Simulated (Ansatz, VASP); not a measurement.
**Hf2N: VASP beside Ansatz**

```xyz
18
Lattice="3.2274 0.0000 0.0000 0.0000 7.4890 0.0000 0.0000 0.0000 24.7018" Properties=species:S:1:pos:R:3 pbc="T T T"
Hf    1.6137    5.2763    7.5000
Hf    1.6137    2.2127    7.5000
Hf    0.0000    0.0000    9.0318
Hf    0.0000    3.7445    9.7127
Hf    1.6137    1.5318   11.2445
Hf    1.6137    5.9572   11.2445
Hf    0.0000    3.7445   12.7763
Hf    0.0000    0.0000   13.4572
Hf    1.6137    5.2763   14.9890
Hf    1.6137    2.2127   14.9890
Hf    0.0000    0.0000   16.5208
Hf    0.0000    3.7445   17.2018
N     0.0000    3.7445    7.5000
N     1.6137    0.0000    7.5000
N     0.0000    0.0000   11.2445
N     1.6137    3.7445   11.2445
N     0.0000    3.7445   14.9890
N     1.6137    0.0000   14.9890
```

Alike in both runs: task single point; functional PBEsol; k mesh 11 × 5 × 1; occupations gaussian, width 0.1 eV; no spin polarisation.

|  | VASP | Ansatz |
| --- | --- | --- |
| version | VASP 6.6.1 | Ansatz 0.2.0 |
| potentials or method | VASP PAW PBE potentials, release 64 (Hf_pv, N), cutoff 520 eV | scalar-relativistic, plane waves, PAW |
| valence electrons in the cell | 150 | 342 |

```tsv
	VASP	Ansatz	Ansatz less VASP
gap on the k mesh at the Fermi level (eV)	none	none	-
rms of the force components (eV/Å)	0.549	0.540	-0.0097
```

VASP's potentials were made for PBE, not for PBEsol. A gap of «none» marks a metal or a gap that the smearing closes. VASP's potentials hold 150 valence electrons a cell and Ansatz's 342, so a difference there can come from the potentials and not from the codes. Ansatz's warnings: xc potential rough in thin density.

Neither program's run includes spin-orbit coupling.
